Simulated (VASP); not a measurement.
# Ti2C (R-3m) in VASP: further runs

Ti2C is run at these levels: LDA; tasks: single point.

Everything below comes from runs of VASP 6.6.1. Logs are shortened: lines on timing, memory, paths and dates and some standing lists are left out, and cuts for length are marked.

## Step 1: The cell of the first run

The structure is trigonal, space group R-3m (No. 166). Conventional cell: a = 2.885 Å, b = 2.885 Å, c = 10.707 Å, α = 90.00°, β = 90.00°, γ = 120.00°. Ti (site symmetry 3m) has 4 C at 1.94 to 2.58 Å and 6 Ti at 2.31 to 2.58 Å within 2.6 Å. Within 2.6 Å of C (site symmetry -3m) lie 8 Ti at 1.94 to 2.58 Å.

## Step 2: Single point, LDA

INCAR

```
PREC = Accurate
ENCUT = 520
EDIFF = 1E-6
ISMEAR = -1
SIGMA = 0.05
LREAL = False
LASPH = True
NELM = 60
ALGO = Normal
ISIF = 2
LWAVE = False
LCHARG = True
LELF = True
LVHAR = True
NBANDS = 21
```

KPOINTS

```
regular mesh
0
Gamma
  14 14 14
```

POSCAR

```
Ti2C
1.0
    1.4426034164      0.8328874708      3.5689454195
   -1.4426034164      0.8328874708      3.5689454195
    0.0000000000     -1.6657749416      3.5689454195
Ti C
2 1
Direct
    0.2587507632      0.2587507632      0.2587507632
    0.7412492368      0.7412492368      0.7412492368
    0.5000000000      0.5000000000      0.5000000000
```

Potentials or basis: VASP PAW LDA potentials, release 64 (Ti_sv, C).

The run is started by

```bash
cat potpaw_LDA.64/Ti_sv/POTCAR potpaw_LDA.64/C/POTCAR > POTCAR
mpirun -np 1 vasp_std > vasp.out
```

OUTCAR:

```text
PREC = Accurate
   ENCUT = 520
   EDIFF = 1E-6
   ISMEAR = -1
   LREAL = False
   LASPH = True
   NELM = 60
   ISIF = 2

 ion  position               nearest neighbor table
   1  0.259  0.259  0.259-   3 1.94   3 1.94   3 1.94   2 2.31   2 2.31   2 2.31   2 2.58   2 2.58
                             2 2.58
   2  0.741  0.741  0.741-   3 1.94   3 1.94   3 1.94   1 2.31   1 2.31   1 2.31   1 2.58   1 2.58
                             1 2.58
   3  0.500  0.500  0.500-   1 1.94   1 1.94   2 1.94   2 1.94   1 1.94   2 1.94

  LATTYP: Found a trigonal (rhomboedric) cell.
 ALAT       =     3.9385501855
 COS(alpha) =     0.7316811765

  Lattice vectors:

 A1 = (   1.4426034164,   0.8328874708,   3.5689454195)
 A2 = (  -1.4426034164,   0.8328874708,   3.5689454195)
 A3 = (   0.0000000000,  -1.6657749416,   3.5689454195)

Analysis of symmetry for initial positions (statically):
=====================================================================
 Subroutine PRICEL returns:
 Original cell was already a primitive cell.

 Routine SETGRP: Setting up the symmetry group for a
 trigonal (rhombohedral) supercell.

 Subroutine GETGRP returns: Found 12 space group operations
 (whereof 12 operations were pure point group operations)
 out of a pool of 12 trial point group operations.

The static configuration has the point symmetry D_3d.

Analysis of symmetry for dynamics (positions and initial velocities):
=====================================================================
 Subroutine PRICEL returns:
 Original cell was already a primitive cell.

 Routine SETGRP: Setting up the symmetry group for a
 trigonal (rhombohedral) supercell.

 Subroutine GETGRP returns: Found 12 space group operations
 (whereof 12 operations were pure point group operations)
 out of a pool of 12 trial point group operations.

The dynamic configuration has the point symmetry D_3d.

 Subroutine INISYM returns: Found 12 space group operations
 (whereof 12 operations are pure point group operations),
 and found     1 'primitive' translations

----------------------------------------------------------------------------------------

                                     Primitive cell

  volume of cell :      25.7291

  direct lattice vectors                    reciprocal lattice vectors
     1.442603416  0.832887471  3.568945419     0.346595602  0.200107064  0.093398272
    -1.442603416  0.832887471  3.568945419    -0.346595602  0.200107064  0.093398272
     0.000000000 -1.665774942  3.568945419     0.000000000 -0.400214129  0.093398272

  length of vectors
     3.938550185  3.938550185  3.938550185     0.410967865  0.410967865  0.410967865

  position of ions in fractional coordinates (direct lattice)
     0.258750763  0.258750763  0.258750763
     0.741249237  0.741249237  0.741249237
     0.500000000  0.500000000  0.500000000

  ion indices of the primitive-cell ions
   primitive index   ion index
                 1           1
                 2           2
                 3           3

----------------------------------------------------------------------------------------

 KPOINTS: regular mesh

Automatic generation of k-mesh.
 Grid dimensions read from file:
 generate k-points for:   14   14   14

 Generating k-lattice:

  Cartesian coordinates                     Fractional coordinates (reciprocal lattice)
     0.024756829  0.014293362  0.006671305     0.071428571 -0.000000000 -0.000000000
    -0.024756829  0.014293362  0.006671305    -0.000000000  0.071428571 -0.000000000
     0.000000000 -0.028586723  0.006671305    -0.000000000 -0.000000000  0.071428571

  Length of vectors
     0.029354847  0.029354847  0.029354847

  Shift w.r.t. Gamma in fractional coordinates (k-lattice)
     0.000000000  0.000000000  0.000000000

 Subroutine IBZKPT returns following result:
 ===========================================

 Found    288 irreducible k-points:

 Following reciprocal coordinates:
            Coordinates               Weight
  0.000000  0.000000  0.000000      1.000000
  0.071429 -0.000000 -0.000000      6.000000
  0.142857 -0.000000 -0.000000      6.000000
  0.214286  0.000000 -0.000000      6.000000
  0.285714 -0.000000  0.000000      6.000000
  0.357143 -0.000000 -0.000000      6.000000
[... 16 lines left out ...]
  0.214286  0.142857 -0.000000     12.000000
  0.285714  0.142857 -0.000000     12.000000
 [... further k-points ...]
   k-points           NKPTS =    288   k-points in BZ     NKDIM =    288   number of bands    NBANDS=     21
   number of dos      NEDOS =    301   number of ions     NIONS =      3
   total plane-waves  NPLWV =  27000
   dimension x,y,z NGX =    30 NGY =   30 NGZ =   30
   dimension x,y,z NGXF=    60 NGYF=   60 NGZF=   60
   ions per type =               2   1
   NGX,Y,Z   is equivalent  to a cutoff of  12.66, 12.66, 12.66 a.u.
   NGXF,Y,Z  is equivalent  to a cutoff of  25.33, 25.33, 25.33 a.u.
 SYSTEM =  unknown system
   PREC   = accura    normal or accurate (medium, high low for compatibility)
   ISTART =      0    job   : 0-new  1-cont  2-samecut
   ICHARG =      2    charge: 1-file 2-atom 10-const
   ISPIN  =      1    spin polarized calculation?
   LNONCOLLINEAR =      F non collinear calculations
   LSORBIT =      F    spin-orbit coupling
   LASPH  =      T    aspherical Exc in radial PAW
   ENCUT  =  520.0 eV  38.22 Ry    6.18 a.u.   7.32  7.32  7.32*2*pi/ulx,y,z
   NELM   =     60;   NELMIN=  2; NELMDL= -5     # of ELM steps
   EDIFF  = 0.1E-05   stopping-criterion for ELM
   LREAL  =      F    real-space projection
   EDIFFG = 0.1E-04   stopping-criterion for IOM
   NSW    =      0    number of steps for IOM
   IBRION =     -1    ionic relax: 0-MD 1-quasi-New 2-CG
   NFREE  =      0    steps in history (QN), initial steepest desc. (CG)
   ISIF   =      2    stress and relaxation
   ISYM   =      2    0-nonsym 1-usesym 2-fastsym
   POTIM  = 0.5000    time-step for ionic-motion
   TEBEG  =    0.0;   TEEND  =   0.0 temperature during run
   PSTRESS=    0.0 pullay stress
   NELECT =      28.0000    total number of electrons
   NUPDOWN=      -1.0000    fix difference up-down
   EMIN   =  10.00;   EMAX   =-10.00  energy-range for DOS
   EFERMI =   0.00;   METHOD = LEGACY
   ISMEAR =    -1;   SIGMA  =   0.05  broadening in eV -4-tet -1-fermi 0-gaus
   EFERMI_NEDOS =   21; number of points for ismear=-14 and -15
   IALGO  =     38    algorithm
   IMIX   =      4    mixing-type and parameters
     AMIX     =   0.40;   BMIX     =  1.00
     AMIX_MAG =   1.60;   BMIX_MAG =  1.00
  volume/ion in A,a.u.               =       8.58        57.88
  Fermi-wavevector in a.u.,A,eV,Ry     =   1.683912  3.182132 38.580125  2.835559
  Thomas-Fermi vector in A             =   2.767028
   LORBIT       =      0    0 simple, 1 ext, 2 COOP (PROOUT), +10 PAW based schemes
   GGA     = CA    functional components
   LHFCALC =     F    Hartree Fock is set to
   AEXX    =    0.0000 exact exchange contribution
   IVDW    =     0    specifies the selected vdW correction
   LEPSILON=     F    determine dielectric tensor
   LRPA    =     F    only Hartree local field effects (RPA)
 non-spin polarized calculation
  energy-cutoff  :      520.00
  volume of cell :       25.73
 maximum number of plane-waves:       715
 NGX is ok and might be reduce to    30
   NGX = 15   NGY = 15   NGZ = 15

 number of electron      28.0000001 magnetization

 Free energy of the ion-electron system (eV)
  ---------------------------------------------------
  ext. energy  EPLUGINS =         0.00000000
  ---------------------------------------------------
  free energy    TOTEN  =       -26.18585972 eV

  energy without entropy =      -26.18020858  energy(sigma->0) =      -26.18303415

 E-fermi :  13.7804     XC(G=0): -14.4291

 val. band max:       13.7787462815   @ k =   0.4286   0.3571   0.1429
 cond. band min:      13.7819193664   @ k =  -0.2143   0.3571   0.0714
 fundamental gap:      0.0031730849
 Fermi energy:        13.7804303929

 k-point     1 :       0.0000    0.0000    0.0000
  band No.  band energies     occupation
      1     -41.8590      2.00000
      2     -40.8178      2.00000
      3     -19.4961      2.00000
      4     -18.1668      2.00000
      5     -18.1668      2.00000
      6     -17.3884      2.00000
[... 13 lines left out ...]
     20      19.7806      0.00000
     21      19.9871      0.00000

 k-point     2 :       0.0714   -0.0000   -0.0000
  band No.  band energies     occupation
      1     -41.8413      2.00000
      2     -40.8249      2.00000
      3     -19.4658      2.00000
      4     -18.2060      2.00000
      5     -18.1716      2.00000
      6     -17.4392      2.00000
[... 13 lines left out ...]
     20      19.6977      0.00000
     21      20.1670      0.00000

 k-point     3 :       0.1429   -0.0000   -0.0000
  band No.  band energies     occupation
      1     -41.7897      2.00000
      2     -40.8468      2.00000
      3     -19.3776      2.00000
      4     -18.3122      2.00000
      5     -18.1847      2.00000
      6     -17.5793      2.00000
[... 13 lines left out ...]
     20      19.5501      0.00000
     21      20.5237      0.00000
[... 457 lines left out ...]
 k-point    23 :       0.2143    0.1429   -0.0000
  band No.  band energies     occupation
      1     -41.7269      2.00000
      2     -40.8839      2.00000
      3     -19.3091      2.00000
      4     -18.3620      2.00000
      5     -18.2694      2.00000
      6     -17.7952      2.00000
[... 13 lines left out ...]
     20      20.1731      0.00000
     21      20.7567      0.00000

 k-point    24 :       0.2857    0.1429   -0.0000
  band No.  band energies     occupation
      1     -41.6478      2.00000
      2     -40.9236      2.00000
      3     -19.2172      2.00000
      4     -18.5051      2.00000
      5     -18.3520      2.00000
      6     -17.8472      2.00000
[... 13 lines left out ...]
     20      20.3390      0.00000
     21      20.9698      0.00000

 [... further k-points ...]

------------------------ aborting loop because EDIFF is reached ----------------------------------------

  FORCE on cell =-STRESS in cart. coord.  units (eV):
  Direction    XX          YY          ZZ          XY          YZ          ZX
  --------------------------------------------------------------------------------------
  -------------------------------------------------------------------------------------
  Total       17.3792605     17.3792605     17.4119084      0.0000000      0.0000000      0.0000000
  in kB     1082.2246795   1082.2246795   1084.2576999      0.0000000      0.0000000      0.0000000
  external PRESSURE =    1082.9023530 kB  Pullay stress =       0.0000000 kB

 VOLUME and BASIS-vectors are now :
 -----------------------------------------------------------------------------
  energy-cutoff  :      520.00
  volume of cell :       25.73
      direct lattice vectors                 reciprocal lattice vectors
     1.442603416  0.832887471  3.568945419     0.346595602  0.200107064  0.093398272
    -1.442603416  0.832887471  3.568945419    -0.346595602  0.200107064  0.093398272
     0.000000000 -1.665774942  3.568945419     0.000000000 -0.400214129  0.093398272

 POSITION                                       TOTAL-FORCE (eV/Angst)
 -----------------------------------------------------------------------------------
      0.00000      0.00000      2.77040         0.000000      0.000000     -0.023290
      0.00000      0.00000      7.93643         0.000000     -0.000000      0.023290
      0.00000      0.00000      5.35342        -0.000000     -0.000000      0.000000
 -----------------------------------------------------------------------------------
    total drift:                               -0.000000      0.000000     -0.000000

  FREE ENERGIE OF THE ION-ELECTRON SYSTEM (eV)
  ---------------------------------------------------
  free  energy   TOTEN  =       -26.1858597182 eV

  energy  without entropy=      -26.1802085848  energy(sigma->0) =      -26.18303415
```

Wall time 6.9 min (1 thread of AMD EPYC 7R13, shared host); peak memory 0.23 GiB.

What came out:

```
Free energy            : -26.1859 eV
Pressure               : 108.3 GPa
Largest force          : 0.023 eV/Å
Band gap on the k mesh : zero (bands 14 and 15 overlap by 0.53 eV)
```

Forces on the atoms (eV/Å):
```
Ti   0.000  0.000 -0.023
Ti   0.000  0.000  0.023
C    0.000  0.000  0.000
```

Levels at points of the mesh, in eV from the Fermi level:
| k point | band 11 | band 12 | band 13 | band 14 | band 15 | band 16 | band 17 | band 18 |
| --- | --- | --- | --- | --- | --- | --- | --- | --- |
| (0.00, 0.00, 0.00) | -4.45 | -4.45 | -1.25 | -1.25 | 1.48 | 3.86 | 3.86 | 3.99 |
| (0.50, 0.00, 0.00) | -4.17 | -3.10 | -1.08 | -1.07 | 1.21 | 1.73 | 3.63 | 4.23 |
| (0.50, 0.50, 0.00) | -3.73 | -3.05 | -2.84 | -1.08 | 1.97 | 3.36 | 3.94 | 4.63 |
| (0.50, 0.50, 0.50) | -3.24 | -3.24 | -0.64 | 0.16 | 0.16 | 1.17 | 1.17 | 2.87 |

Caveat: the cell stands under pressure.

## Step 3: Single point, LDA (8.58 Å³/atom)

INCAR

```
ALGO = Normal
EDIFF = 1E-6
ENCUT = 520
ISIF = 2
ISMEAR = -1
LASPH = T
LCHARG = F
LREAL = F
LWAVE = F
NBANDS = 21
NELM = 100
PREC = Accurate
SIGMA = 0.05
```

KPOINTS

```
k-points
0
Gamma
  14 14 14
```

POSCAR: that of step 2 with these lines changed.

```diff
@@ -4,3 +4,3 @@
    -1.4426034164      0.8328874708      3.5689454195
-    0.0000000000     -1.6657749416      3.5689454195
+    0.0000000000     -1.6657749416      3.5689454194
 Ti C
```

Potentials or basis: VASP PAW LDA potentials, release 64 (Ti_sv, C).

The run is started by

```bash
cat potpaw_LDA.64/Ti_sv/POTCAR potpaw_LDA.64/C/POTCAR > POTCAR
mpirun -np 1 vasp_std > vasp.out
```

Run time: 6.9 min. Hardware: 1 thread of AMD EPYC 7R13, shared host; peak memory 0.23 GiB.

It converged, with:

| Property | Result |
| --- | --- |
| Free energy | -26.1859 eV |
| Pressure | 108.3 GPa |
| Largest force | 0.023 eV/Å |
| Band gap on the k mesh | zero (bands 14 and 15 overlap by 0.53 eV) |

Forces in eV/Å, atoms in the order of the input:
```
Ti   0.000  0.000 -0.023
Ti   0.000  0.000  0.023
C    0.000  0.000  0.000
```

Stress tensor (GPa, compression positive):
```
108.22   0.00   0.00
  0.00 108.22   0.00
  0.00   0.00 108.43
```

Levels at points of the mesh, in eV from the Fermi level:
```tsv
k point	band 11	band 12	band 13	band 14	band 15	band 16	band 17	band 18
(0.00, 0.00, 0.00)	-4.45	-4.45	-1.25	-1.25	1.48	3.86	3.86	3.99
(0.50, 0.00, 0.00)	-4.17	-3.10	-1.08	-1.07	1.21	1.73	3.63	4.23
(0.50, 0.50, 0.00)	-3.73	-3.05	-2.84	-1.08	1.97	3.36	3.94	4.63
(0.50, 0.50, 0.50)	-3.24	-3.24	-0.64	0.16	0.16	1.17	1.17	2.87
```

Caveat: the cell stands under pressure.
